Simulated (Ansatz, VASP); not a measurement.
CoO in VASP and in Ansatz

File INCAR:

```
SYSTEM = CoO
ALGO = Normal ; EDIFF = 1E-6
ENCUT = 600 ; GGA = PE
GGA_COMPAT = .FALSE. ; ISIF = 2
ISMEAR = -1 ; ISPIN = 2
LASPH = .TRUE. ; LCHARG = .TRUE.
LELF = .TRUE. ; LMAXMIX = 4
LORBIT = 11 ; LREAL = .FALSE.
LVHAR = .TRUE. ; LWAVE = .FALSE.
MAGMOM = 2 0 ; NBANDS = 22
NELM = 200 ; PREC = Accurate
SIGMA = 0.05
```

Contents of KPOINTS:

```
k-points
0
G
  10 10 10
  0 0 0
```

The input POSCAR:

```
CoO
1.0
    0.0000000000      2.3896072712      2.3896072712
    2.3896072712      0.0000000000      2.3896072712
    2.3896072712      2.3896072712      0.0000000000
Co O
1 1
Direct
    0.0000000000      0.0000000000      0.0000000000
    0.2500000000      0.2500000000      0.2500000000
```

input.yaml

```yaml
crystal:
  lattice:
    - [0.0, 2.3896072712, 2.3896072712]
    - [2.3896072712, 0.0, 2.3896072712]
    - [2.3896072712, 2.3896072712, 0.0]
  atoms:
    - { symbol: Co, position: [0.0, 0.0, 0.0], spin: 2.0 }
    - { symbol: O, position: [0.25, 0.25, 0.25] }
hamiltonian:
  xc: pbe
  pseudopotentials: { kind: paw }
magnetization:
  spin_polarized: true
kpoints:
  mp_grid: { grid: [10, 10, 10] }
scf:
  occupations: { method: fermi_dirac, width: 0.05 }
output:
  forces: true
  stress: true
  eigenvalues: true
```

Alike in both runs: task single point; functional PBE; k mesh 10 × 10 × 10; occupations fermi-dirac, width 0.05 eV; collinear spin.

|  | VASP | Ansatz |
| --- | --- | --- |
| version | VASP 6.6.1 | Ansatz 0.2.0 |
| potentials or method | VASP PAW PBE potentials, release 64 (Co_sv, O) | Ansatz PAW |
| plane-wave cutoff (eV) | 600 | 420 |
| valence electrons in the cell | 23 | 23 |

Ansatz gave:

* gap on the k mesh at the Fermi level (eV): none
* pressure (GPa): -16.2
* net moment per atom (μB): 1.50
* size of the moment on the site where the two differ most (μB): 2.44

Question: Estimate VASP's values.

Answer: gap on the k mesh at the Fermi level (eV): none; pressure (GPa): -17.8; net moment per atom (μB): 1.50; size of the moment on the site where the two differ most (μB): 2.50.

Site moments also hang on the region over which each program counts them. A gap of «none» marks a metal or a gap that the smearing closes.
